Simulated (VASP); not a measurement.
# Li (P6_3/mmc) in VASP: a series of runs

The runs below take Li through single point, with revPBE.

Program: VASP 6.6.1. These are calculated values, not measurements. Logs are shortened: lines on timing, memory, paths and dates and some standing lists are left out, and cuts for length are marked.

**1. The cell of the first run**

It takes space group P6_3/mmc (No. 194, hexagonal). The conventional cell has a = 2.975 Å, b = 2.975 Å, c = 4.854 Å, α = 90.00°, β = 90.00°, γ = 120.00°. Within 3.9 Å of Li (site symmetry -6m2) lie 12 Li at 2.97 to 2.98 Å.

**2. Single point, revPBE (volume scaled by 0.88)**

Contents of INCAR:

```
  ALGO = Normal
  EDIFF = 1E-6
  ENCUT = 520
  GGA = RE
  ISIF = 2
  ISMEAR = -1
  LASPH = T
  LCHARG = F
  LREAL = F
  LWAVE = F
  NBANDS = 10
  NELM = 60
  PREC = Accurate
  SIGMA = 0.1
```

Contents of KPOINTS:

```
k-points
0
Gamma
  13 13 7
```

Contents of POSCAR:

```
Li
1.0
    2.9752109417      0.0000000000      0.0000000000
   -1.4876054708      2.5766082571      0.0000000000
    0.0000000000      0.0000000000      4.8537300846
Li
2
Direct
    0.3333333333      0.6666666667      0.2500000000
    0.6666666667      0.3333333333      0.7500000000
```

Potentials or basis: VASP PAW PBE potentials, release 64 (Li_sv).

Run with:

```sh
> cat potpaw_PBE.64/Li_sv/POTCAR > POTCAR
> mpirun -np 1 vasp_std > vasp.out
```

OUTCAR:

```text
EDIFF = 1E-6
   ENCUT = 520
   GGA = RE
   ISIF = 2
   ISMEAR = -1
   LASPH = T
   LREAL = F
   NELM = 60
   PREC = Accurate

 ion  position               nearest neighbor table
   1  0.333  0.667  0.250-
   2  0.667  0.333  0.750-

  LATTYP: Found a hexagonal cell.
 ALAT       =     2.9752109417
 C/A-ratio  =     1.6313902374

  Lattice vectors:

 A1 = (   2.9752109417,   0.0000000000,   0.0000000000)
 A2 = (  -1.4876054708,   2.5766082571,   0.0000000000)
 A3 = (   0.0000000000,   0.0000000000,   4.8537300846)

Analysis of symmetry for initial positions (statically):
=====================================================================
 Subroutine PRICEL returns:
 Original cell was already a primitive cell.

 Routine SETGRP: Setting up the symmetry group for a
 hexagonal supercell.

 Subroutine GETGRP returns: Found 24 space group operations
 (whereof 12 operations were pure point group operations)
 out of a pool of 24 trial point group operations.

The static configuration has the point symmetry D_3d.
 The point group associated with its full space group is D_6h.

Analysis of symmetry for dynamics (positions and initial velocities):
=====================================================================
 Subroutine PRICEL returns:
 Original cell was already a primitive cell.

 Routine SETGRP: Setting up the symmetry group for a
 hexagonal supercell.

 Subroutine GETGRP returns: Found 24 space group operations
 (whereof 12 operations were pure point group operations)
 out of a pool of 24 trial point group operations.

The dynamic configuration has the point symmetry D_3d.
 The point group associated with its full space group is D_6h.

 Subroutine INISYM returns: Found 24 space group operations
 (whereof 12 operations are pure point group operations),
 and found     1 'primitive' translations

----------------------------------------------------------------------------------------

                                     Primitive cell

  volume of cell :      37.2085

  direct lattice vectors                    reciprocal lattice vectors
     2.975210942  0.000000000  0.000000000     0.336110622  0.194053558  0.000000000
    -1.487605471  2.576608257  0.000000000     0.000000000  0.388107116  0.000000000
     0.000000000  0.000000000  4.853730085     0.000000000  0.000000000  0.206027114

  length of vectors
[... 80 lines left out ...]
   ENCUT  =  520.0 eV  38.22 Ry    6.18 a.u.   5.53  5.53  9.02*2*pi/ulx,y,z
   NELM   =     60;   NELMIN=  2; NELMDL= -5     # of ELM steps
   EDIFF  = 0.1E-05   stopping-criterion for ELM
   LREAL  =      F    real-space projection
   EDIFFG = 0.1E-04   stopping-criterion for IOM
   NSW    =      0    number of steps for IOM
   IBRION =     -1    ionic relax: 0-MD 1-quasi-New 2-CG
   NFREE  =      0    steps in history (QN), initial steepest desc. (CG)
   ISIF   =      2    stress and relaxation
   ISYM   =      2    0-nonsym 1-usesym 2-fastsym
   POTIM  = 0.5000    time-step for ionic-motion
   TEBEG  =    0.0;   TEEND  =   0.0 temperature during run
   PSTRESS=    0.0 pullay stress
   NELECT =       6.0000    total number of electrons
   NUPDOWN=      -1.0000    fix difference up-down
   EMIN   =  10.00;   EMAX   =-10.00  energy-range for DOS
   EFERMI =   0.00;   METHOD = LEGACY
   ISMEAR =    -1;   SIGMA  =   0.10  broadening in eV -4-tet -1-fermi 0-gaus
   EFERMI_NEDOS =   21; number of points for ismear=-14 and -15
   IALGO  =     38    algorithm
   IMIX   =      4    mixing-type and parameters
     AMIX     =   0.40;   BMIX     =  1.00
     AMIX_MAG =   1.60;   BMIX_MAG =  1.00
  volume/ion in A,a.u.               =      18.60       125.55
  Fermi-wavevector in a.u.,A,eV,Ry     =   0.891069  1.683876 10.803079  0.794004
  Thomas-Fermi vector in A             =   2.012841
   LORBIT       =      0    0 simple, 1 ext, 2 COOP (PROOUT), +10 PAW based schemes
   GGA     = RE    functional components
   LHFCALC =     F    Hartree Fock is set to
   AEXX    =    0.0000 exact exchange contribution
   IVDW    =     0    specifies the selected vdW correction
   LEPSILON=     F    determine dielectric tensor
   LRPA    =     F    only Hartree local field effects (RPA)
 non-spin polarized calculation
  energy-cutoff  :      520.00
  volume of cell :       37.21
 maximum number of plane-waves:      1026
 NGX is ok and might be reduce to    24
   NGX = 11   NGY = 11   NGZ = 19

 number of electron       6.0000005 magnetization

 Free energy of the ion-electron system (eV)
  ---------------------------------------------------
  ext. energy  EPLUGINS =         0.00000000
  ---------------------------------------------------
  free energy    TOTEN  =        -3.60308154 eV

  energy without entropy =       -3.56958513  energy(sigma->0) =       -3.58633334

 E-fermi :   0.9449     XC(G=0):  -7.1700

 val. band max:        0.9322739763   @ k =   0.4615   0.0769   0.0000
 cond. band min:       0.9523840692   @ k =   0.3846   0.1538   0.0000
 fundamental gap:      0.0201100930
 Fermi energy:         0.9449487022

 k-point     1 :       0.0000    0.0000    0.0000
  band No.  band energies     occupation
      1     -45.5890      2.00000
      2     -45.5641      2.00000
      3      -2.7413      2.00000
      4       0.9089      1.17817
      5       4.1733      0.00000
      6      14.3268      0.00000
      7      14.3268      0.00000
      8      15.7884      0.00000
      9      15.7885      0.00000
     10      16.5688      0.00000
[... 287 lines left out ...]
 k-point    24 :       0.1538   -0.0000    0.1429
  band No.  band energies     occupation
      1     -45.5831      2.00000
      2     -45.5631      2.00000
      3      -2.2562      2.00000
      4       0.9095      1.17562
      5       5.0424      0.00000
      6      11.2447      0.00000
      7      12.5782      0.00000
      8      14.8605      0.00000
      9      15.1389      0.00000
     10      15.9631      0.00000

 [... further k-points ...]
[... 5 lines left out ...]
  --------------------------------------------------------------------------------------
  -------------------------------------------------------------------------------------
  Total        0.4360384      0.4360384      0.4966557      0.0000000      0.0000000      0.0000000
  in kB       18.7755891     18.7755891     21.3857365      0.0000000      0.0000000      0.0000000
  external PRESSURE =      19.6456382 kB  Pullay stress =       0.0000000 kB

 VOLUME and BASIS-vectors are now :
 -----------------------------------------------------------------------------
  energy-cutoff  :      520.00
  volume of cell :       37.21
      direct lattice vectors                 reciprocal lattice vectors
     2.975210942  0.000000000  0.000000000     0.336110622  0.194053558  0.000000000
    -1.487605471  2.576608257  0.000000000     0.000000000  0.388107116  0.000000000
     0.000000000  0.000000000  4.853730085     0.000000000  0.000000000  0.206027114

 POSITION                                       TOTAL-FORCE (eV/Angst)
 -----------------------------------------------------------------------------------
     -0.00000      1.71774      1.21343        -0.000000     -0.000000      0.000000
      1.48761      0.85887      3.64030         0.000000      0.000000      0.000000
 -----------------------------------------------------------------------------------
    total drift:                               -0.000000      0.000000      0.000000

  FREE ENERGIE OF THE ION-ELECTRON SYSTEM (eV)
  ---------------------------------------------------
  free  energy   TOTEN  =        -3.6030815424 eV

  energy  without entropy=       -3.5695851319  energy(sigma->0) =       -3.58633334
```

OSZICAR:

```text
N       E                     dE             d eps       ncg     rms          rms(c)
DAV:   1     0.186955931520E+02    0.18696E+02   -0.31518E+03  1680   0.574E+02
DAV:   2    -0.900247915099E+00   -0.19596E+02   -0.19031E+02  2154   0.113E+02
DAV:   3    -0.355706459263E+01   -0.26568E+01   -0.26377E+01  2716   0.332E+01
DAV:   4    -0.360466395253E+01   -0.47599E-01   -0.47548E-01  2182   0.470E+00
DAV:   5    -0.360520862472E+01   -0.54467E-03   -0.54464E-03  2274   0.462E-01    0.262E-01
DAV:   6    -0.360349233903E+01    0.17163E-02   -0.54233E-04  2588   0.108E-01    0.165E-01
DAV:   7    -0.360312517204E+01    0.36717E-03   -0.14715E-03  2528   0.209E-01    0.294E-02
DAV:   8    -0.360309351824E+01    0.31654E-04   -0.61735E-06  2014   0.180E-02    0.414E-03
DAV:   9    -0.360308437576E+01    0.91425E-05   -0.15738E-07  1966   0.348E-03    0.494E-04
DAV:  10    -0.360308203258E+01    0.23432E-05   -0.15323E-08  1110   0.105E-03    0.400E-04
DAV:  11    -0.360308154235E+01    0.49023E-06   -0.58340E-09  1012   0.555E-04
   1 F= -.36030815E+01 E0= -.35863333E+01  d E =-.334964E-01
```

stdout:

```text
POSCAR found type information on POSCAR Li
 POSCAR found :  1 types and       2 ions
 scaLAPACK will be used
 -----------------------------------------------------------------------------
|                                                                             |
|                                                                             |
|     You enforced a specific xc type in the INCAR file but a different       |
|     I HOPE YOU KNOW WHAT YOU ARE DOING!                                     |
|                                                                             |
 -----------------------------------------------------------------------------

 LDA part: xc-table for (Slater+PW92), standard interpolation
 POSCAR, INCAR and KPOINTS ok, starting setup
 FFT: planning ... GRIDC
 FFT: planning ... GRID_SOFT
 FFT: planning ... GRID
 WAVECAR not read
 entering main loop
```

Wall time 13 s (1 thread of Intel Xeon 6975P-C, shared host); peak memory 0.16 GiB.

Results:

```yaml
Free_energy: -3.6031 eV
Band_gap_on_the_k_mesh: zero (band 3 reaches 2.66 eV, above the bottom of band 4 at -1.24 eV)
```

Caveat: the cell differs from its parent crystal (volume scaled by 0.88); the cutoff is under 1.25 times the usual one of these potentials, so pressure, stress and relaxed cells hold a basis-set (Pulay) error; the PAW data sets were made with another functional, which shifts forces and pressure a little.

**3. Single point, revPBE**

This run uses another cell than the first one, of 21.14 Å³/atom, 1.136 times its volume.

Contents of INCAR:

```
SYSTEM = Li
PREC = Accurate ; ENCUT = 520
EDIFF = 1E-6 ; ISMEAR = -1
SIGMA = 0.1 ; LREAL = .False.
LASPH = .True. ; NELM = 100
ALGO = Normal ; ISIF = 2
LWAVE = .False. ; LCHARG = .False.
GGA = RE ; NBANDS = 10
```

Contents of KPOINTS:

```
Automatic mesh
0
Gamma
  12 12 6
  0 0 0
```

Contents of POSCAR:

```
Li
1.0
    3.1047278578      0.0000000000      0.0000000000
   -1.5523639289      2.6887731967      0.0000000000
    0.0000000000      0.0000000000      5.0650227170
Li
2
Direct
    0.3333333333      0.6666666667      0.2500000000
    0.6666666667      0.3333333333      0.7500000000
```

Potentials or basis: VASP PAW PBE potentials, release 64 (Li_sv).

Run with:

```sh
> cat potpaw_PBE.64/Li_sv/POTCAR > POTCAR
> mpirun -np 1 vasp_std > vasp.out
```

It used 12 s of CPU time on 1 thread of Intel Xeon 6975P-C (shared host).

Results (log left out):

```
Free energy            : -3.6372 eV
Band gap on the k mesh : zero (band 3 reaches 2.71 eV, above the bottom of band 4 at -1.84 eV)
```

Levels at points of the mesh, in eV from the Fermi level:
```tsv
k point	band 1	band 2	band 3	band 4	band 5	band 6	band 7
(0.00, 0.00, 0.00)	-46.72	-46.71	-3.49	0.05	2.83	12.27	12.27
(0.50, 0.00, 0.00)	-46.71	-46.70	-0.04	1.03	4.63	5.73	6.12
(0.00, 0.00, 0.50)	-46.71	-46.71	-2.39	-2.39	7.83	7.83	13.18
(0.50, 0.00, 0.50)	-46.70	-46.70	0.72	0.72	3.40	3.40	9.67
```

Caveat: the cutoff is under 1.25 times the usual one of these potentials, so pressure, stress and relaxed cells hold a basis-set (Pulay) error; the PAW data sets were made with another functional, which shifts forces and pressure a little.
